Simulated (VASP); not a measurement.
# AlN (R3m) in VASP: notebook, part 2 of 2

VASP 6.6.1.

## (4) Single point, PBE (all Al atoms moved +0.050 Å, as atom 1 along Cartesian [1 1 1])

File INCAR:

```
ALGO     = Normal         # electronic algorithm
EDIFF    = 1E-6           # SCF threshold, eV
ENCUT    = 520            # plane-wave cutoff, eV
GGA      = PE             # functional
ISIF     = 2              # what is computed and relaxed
ISMEAR   = 0              # smearing method
LASPH    = True           # aspherical terms in the spheres
LCHARG   = False          # write CHGCAR
LREAL    = False          # projectors in reciprocal space
LWAVE    = False          # write WAVECAR
NBANDS   = 11             # bands
NELM     = 60             # most SCF steps
PREC     = Accurate       # precision mode
SIGMA    = 0.05           # smearing width, eV
```

File KPOINTS:

```
k-points
0
Gamma
  10 10 10
```

File POSCAR:

```
AlN
1.0
    0.0000000000      2.1839935596      2.1839935596
    2.1839935596      0.0000000000      2.1839935596
    2.1839935596      2.1839935596      0.0000000000
Al N
1 1
Direct
    0.0066088825      0.0066088825      0.0066088825
    0.7500000000      0.7500000000      0.7500000000
```

Potentials or basis: VASP PAW PBE potentials, release 64 (Al, N).

Command:

```sh
$ cat potpaw_PBE.64/Al/POTCAR potpaw_PBE.64/N/POTCAR > POTCAR
$ mpirun -np 1 vasp_std > vasp.out
```

OUTCAR:

```text
EDIFF = 1E-6
   ENCUT = 520
   GGA = PE
   ISIF = 2
   ISMEAR = 0
   LASPH = True
   LREAL = False
   NELM = 60
   PREC = Accurate

 ion  position               nearest neighbor table
   1  0.007  0.007  0.007-   2 1.88   2 1.88   2 1.88   2 1.94
   2  0.750  0.750  0.750-   1 1.88   1 1.88   1 1.88   1 1.94

  LATTYP: Found a face centered cubic cell.
 ALAT       =     4.3679871192

  Lattice vectors:

 A1 = (   0.0000000000,   2.1839935596,   2.1839935596)
 A2 = (   2.1839935596,   0.0000000000,   2.1839935596)
 A3 = (   2.1839935596,   2.1839935596,   0.0000000000)

Analysis of symmetry for initial positions (statically):
=====================================================================
 Subroutine PRICEL returns:
 Original cell was already a primitive cell.

 Routine SETGRP: Setting up the symmetry group for a
 face centered cubic supercell.

 Subroutine GETGRP returns: Found  6 space group operations
 (whereof  6 operations were pure point group operations)
 out of a pool of 48 trial point group operations.

The static configuration has the point symmetry C_3v.

Analysis of symmetry for dynamics (positions and initial velocities):
[... 163 lines left out ...]
 fundamental gap:      3.1658574840
 Fermi energy:         6.4187769110

 k-point     1 :       0.0000    0.0000    0.0000
  band No.  band energies     occupation
      1      -9.0116      2.00000
      2       5.8924      2.00000
      3       5.8924      2.00000
      4       6.1210      2.00000
      5      10.1599      0.00000
      6      18.5156      0.00000
      7      18.5394      0.00000
      8      18.5394      0.00000
      9      23.6469      0.00000
     10      23.6469      0.00000
     11      24.8418      0.00000
[... 309 lines left out ...]
 k-point    24 :       0.5000    0.4000    0.5000
  band No.  band energies     occupation
      1      -6.9299      2.00000
      2       0.3971      2.00000
      3       4.9633      2.00000
      4       5.2698      2.00000
      5      13.7556      0.00000
      6      14.8750      0.00000
      7      17.5117      0.00000
      8      17.8172      0.00000
      9      23.9201      0.00000
     10      25.3675      0.00000
     11      26.1572      0.00000

 [... further k-points ...]
[... 5 lines left out ...]
  --------------------------------------------------------------------------------------
  -------------------------------------------------------------------------------------
  Total        0.6335210      0.6335210      0.6335210     -0.2383857     -0.2383857     -0.2383857
  in kB       48.7177886     48.7177886     48.7177886    -18.3318717    -18.3318717    -18.3318717
  external PRESSURE =      48.7177886 kB  Pullay stress =       0.0000000 kB

 VOLUME and BASIS-vectors are now :
 -----------------------------------------------------------------------------
  energy-cutoff  :      520.00
  volume of cell :       20.83
      direct lattice vectors                 reciprocal lattice vectors
     0.000000000  2.183993560  2.183993560    -0.228938404  0.228938404  0.228938404
     2.183993560  0.000000000  2.183993560     0.228938404 -0.228938404  0.228938404
     2.183993560  2.183993560  0.000000000     0.228938404  0.228938404 -0.228938404

 POSITION                                       TOTAL-FORCE (eV/Angst)
 -----------------------------------------------------------------------------------
      0.02887      0.02887      0.02887        -0.375151     -0.375151     -0.375151
      3.27599      3.27599      3.27599         0.375151      0.375151      0.375151
 -----------------------------------------------------------------------------------
    total drift:                               -0.000071     -0.000071     -0.000071

  FREE ENERGIE OF THE ION-ELECTRON SYSTEM (eV)
  ---------------------------------------------------
  free  energy   TOTEN  =       -14.8235205066 eV

  energy  without entropy=      -14.8235205066  energy(sigma->0) =      -14.82352051
```

OSZICAR:

```text
N       E                     dE             d eps       ncg     rms          rms(c)
DAV:   1     0.111100386652E+02    0.11110E+02   -0.38664E+03  2616   0.606E+02
DAV:   2    -0.163010970655E+02   -0.27411E+02   -0.26254E+02  3088   0.138E+02
DAV:   3    -0.172068602023E+02   -0.90576E+00   -0.90471E+00  3118   0.237E+01
DAV:   4    -0.172117755014E+02   -0.49153E-02   -0.49149E-02  2894   0.190E+00
DAV:   5    -0.172118363447E+02   -0.60843E-04   -0.60843E-04  3071   0.202E-01    0.864E+00
DAV:   6    -0.148339106465E+02    0.23779E+01   -0.11895E+01  2997   0.173E+01    0.283E+00
DAV:   7    -0.148301188603E+02    0.37918E-02   -0.17263E-01  2831   0.325E+00    0.206E+00
DAV:   8    -0.148249157649E+02    0.52031E-02   -0.28635E-02  2801   0.159E+00    0.583E-01
DAV:   9    -0.148234646240E+02    0.14511E-02   -0.42009E-03  3077   0.385E-01    0.232E-01
DAV:  10    -0.148235079146E+02   -0.43291E-04   -0.40810E-04  2759   0.132E-01    0.216E-02
DAV:  11    -0.148235204235E+02   -0.12509E-04   -0.12274E-05  2987   0.268E-02    0.119E-02
DAV:  12    -0.148235205066E+02   -0.83061E-07   -0.41643E-07  1792   0.517E-03
   1 F= -.14823521E+02 E0= -.14823521E+02  d E =-.111270E-19
```

It took 15 s on 1 thread of AMD EPYC 7R13 (Zen 3), shared host; peak memory 0.12 GiB.

What came out:

```yaml
Free_energy: -14.8235 eV
Pressure: 4.9 GPa
Largest_force: 0.650 eV/Å
Band_gap_on_the_k_mesh: 3.17 eV, indirect (least direct gap 4.04 eV)
```

Forces in eV/Å, atoms in the order of the input:
```
Al  -0.375 -0.375 -0.375
N    0.375  0.375  0.375
```

Levels at points of the mesh, in eV from the valence-band top:
```tsv
k point	band 1	band 2	band 3	band 4	band 5	band 6	band 7	band 8
(0.00, 0.00, 0.00)	-15.13	-0.23	-0.23	0.00	4.04	12.39	12.42	12.42
(0.50, 0.00, 0.00)	-13.08	-6.03	-0.70	-0.52	7.20	9.69	10.95	11.07
(0.50, 0.50, 0.50)	-13.10	-5.94	-0.70	-0.70	7.28	9.76	10.96	10.96
(0.50, 0.50, 0.00)	-12.45	-5.05	-1.98	-1.87	3.17	8.45	13.79	15.57
```

Caveat: the cell differs from its parent crystal (all Al atoms moved +0.050 Å, as atom 1 along Cartesian [1 1 1]).

## (5) Single point, PBE (all Al atoms moved -0.150 Å, as atom 1 along Cartesian [1 1 1])

File INCAR:

```
SYSTEM = AlN
  ALGO = Normal
  EDIFF = 1E-7
  ENCUT = 520
  GGA = PE
  ISIF = 2
  ISMEAR = 0
  LASPH = .True.
  LCHARG = .False.
  LREAL = .False.
  LWAVE = .False.
  NBANDS = 11
  NELM = 80
  PREC = Accurate
  SIGMA = 0.05
```

File KPOINTS:

```
k-points
0
Gamma
  10 10 10
  0 0 0
```

POSCAR, as its differences from that of step 4:

```diff
@@ -8,3 +8,3 @@
 Direct
-    0.0066088825      0.0066088825      0.0066088825
+   -0.0198266474     -0.0198266474     -0.0198266474
     0.7500000000      0.7500000000      0.7500000000
```

Command:

```sh
$ cat potpaw_PBE.64/Al/POTCAR potpaw_PBE.64/N/POTCAR > POTCAR
$ mpirun -np 1 vasp_std > vasp.out
```

Wall time 17 s (1 thread of AMD EPYC 7R13 (Zen 3), shared host); peak memory 0.12 GiB.

The run converged. Its results:

```
Free energy            : -14.6293 eV
Pressure               : 8.2 GPa
Largest force          : 3.166 eV/Å
Band gap on the k mesh : 3.10 eV, indirect (least direct gap 3.94 eV)
```

Forces on the atoms (eV/Å):
```
Al   1.828  1.828  1.828
N   -1.828 -1.828 -1.828
```

Stress tensor (GPa, compression positive):
```
8.16 9.02 9.02
9.02 8.16 9.02
9.02 9.02 8.16
```

Levels at points of the mesh, in eV from the valence-band top:
| k point | band 1 | band 2 | band 3 | band 4 | band 5 | band 6 | band 7 | band 8 | band 9 |
| --- | --- | --- | --- | --- | --- | --- | --- | --- | --- |
| (0.00, 0.00, 0.00) | -15.20 | -0.67 | 0.00 | 0.00 | 3.94 | 12.31 | 12.31 | 12.47 | 17.36 |
| (0.50, 0.00, 0.00) | -13.17 | -5.99 | -1.01 | -0.51 | 7.14 | 9.63 | 10.70 | 11.21 | 17.56 |
| (0.50, 0.50, 0.50) | -13.12 | -6.24 | -0.49 | -0.49 | 7.00 | 9.44 | 11.04 | 11.04 | 17.63 |
| (0.50, 0.50, 0.00) | -12.52 | -5.12 | -2.11 | -1.83 | 3.11 | 8.32 | 13.60 | 15.55 | 15.59 |

Caveat: the cell differs from its parent crystal (all Al atoms moved -0.150 Å, as atom 1 along Cartesian [1 1 1]); forces of over 1 eV/Å act on the atoms, so gaps and moduli don't describe the material at rest. A k mesh can miss the band edges.
